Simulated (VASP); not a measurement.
A run of VASP 6.6.1:

INCAR

```
PREC = Accurate ; ENCUT = 520
EDIFF = 1E-7 ; ISMEAR = 0
SIGMA = 0.05 ; LREAL = F
LASPH = T ; NELM = 60
ALGO = Normal ; ISIF = 2
LWAVE = F ; LCHARG = T
GGA = PS ; LELF = T
LVHAR = T ; NBANDS = 35
```

KPOINTS

```
Automatic mesh
0
Gamma
  8 8 8
```

POSCAR

```
Ta2O5
1.0
   -2.5505482640      2.5505482640      4.7884217886
    2.5505482640     -2.5505482640      4.7884217886
    2.5505482640      2.5505482640     -4.7884217886
Ta O
2 5
Direct
    0.1967529825      0.1967529825      0.0000000000
    0.8032470175      0.8032470175      0.0000000000
    0.0000000000      0.0000000000      0.0000000000
    0.4756579021     -0.0749315692      0.0000000000
   -0.0749315692      0.4756579021      0.0000000000
    0.0749315692      0.0749315692      0.5505894714
    0.5243420979      0.5243420979      0.4494105286
```

Potentials or basis: VASP PAW PBE potentials, release 64 (Ta_pv, O).

Run with:

```sh
$ cat potpaw_PBE.64/Ta_pv/POTCAR potpaw_PBE.64/O/POTCAR > POTCAR
$ mpirun -np 1 vasp_std > vasp.out
```

Hardware: 1 thread of Intel(R) Xeon(R) Platinum 8488C (Sapphire Rapids), with other jobs on the host.

Task: How long does it take, and how much memory?

Result: Run time: 4.2 min on 1 thread of Intel(R) Xeon(R) Platinum 8488C (Sapphire Rapids) (shared host), peak memory 0.43 GiB. Counts: scf iterations 16, k points 59.
